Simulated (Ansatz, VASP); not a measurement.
Two plane-wave programs on TiAl3

Contents of INCAR:

```
SYSTEM = TiAl3
  PREC = Accurate
  ENCUT = 520
  EDIFF = 1E-6
  ISMEAR = 0
  SIGMA = 0.15
  LREAL = .False.
  LASPH = .True.
  NELM = 80
  ALGO = Fast
  ISIF = 2
  LWAVE = .False.
  LCHARG = .True.
  GGA = PS
  LELF = .True.
  LVHAR = .True.
  NBANDS = 18
```

File KPOINTS:

```
Automatic mesh
0
Gamma
  18 18 18
  0 0 0
```

File POSCAR:

```
TiAl3
1.0
   -1.9077740735      1.9077740735      4.2769968080
    1.9077740735     -1.9077740735      4.2769968080
    1.9077740735      1.9077740735     -4.2769968080
Ti Al
1 3
Direct
    0.0038971968      0.0038971968      0.0000000000
    0.4929857324      0.4929857324      0.0000000000
    0.7500501938      0.2500501938      0.5000000000
    0.2500501938      0.7500501938      0.5000000000
```

Input for Ansatz:

```yaml
crystal:
  lattice:
    - [-1.9077740735, 1.9077740735, 4.276996808]
    - [1.9077740735, -1.9077740735, 4.276996808]
    - [1.9077740735, 1.9077740735, -4.276996808]
  atoms:
    - { symbol: Ti, position: [0.0038971968, 0.0038971968, 0.0] }
    - { symbol: Al, position: [0.4929857324, 0.4929857324, 0.0] }
    - { symbol: Al, position: [0.7500501938, 0.2500501938, 0.5] }
    - { symbol: Al, position: [0.2500501938, 0.7500501938, 0.5] }
basis:
  ecutwfc: 420
kpoints:
  mp_grid: { grid: [18, 18, 18] }
hamiltonian:
  xc: pbesol
scf:
  occupations: { method: gaussian, width: 0.15 }
output:
  forces: true
  stress: true
  eigenvalues: true
```

Change from the starting cell: mode 4 (203.4 1/cm) frozen in, largest displacement -0.060 Å.

Alike in both runs: task single point; functional PBEsol; k mesh 18 × 18 × 18; occupations gaussian, width 0.15 eV; no spin polarisation.

|  | VASP | Ansatz |
| --- | --- | --- |
| version | VASP 6.6.1 | Ansatz 0.2.0 |
| potentials or method | VASP PAW PBE potentials, release 64 (Ti_sv, Al), cutoff 520 eV | scalar-relativistic, plane waves, PAW |
| valence electrons in the cell | 21 | 21 |

|  | VASP | Ansatz | Ansatz less VASP |
| --- | --- | --- | --- |
| gap on the k mesh at the Fermi level (eV) | none | none | - |
| pressure (GPa) | 0.2 | 0.1 | -0.08 |
| traceless stress, the component that is largest in VASP (GPa) | -0.07 | -0.06 | +0.018 |
| rms of the force components (eV/Å) | 0.100 | 0.100 | -0.0003 |

VASP's potentials were made for PBE, not for PBEsol. Atom by atom the forces differ by 0.000 eV/Å (rms over components). A gap of «none» marks a metal or a gap that the smearing closes. With one functional, cell and mesh, what is left measures potentials, basis and numerics.
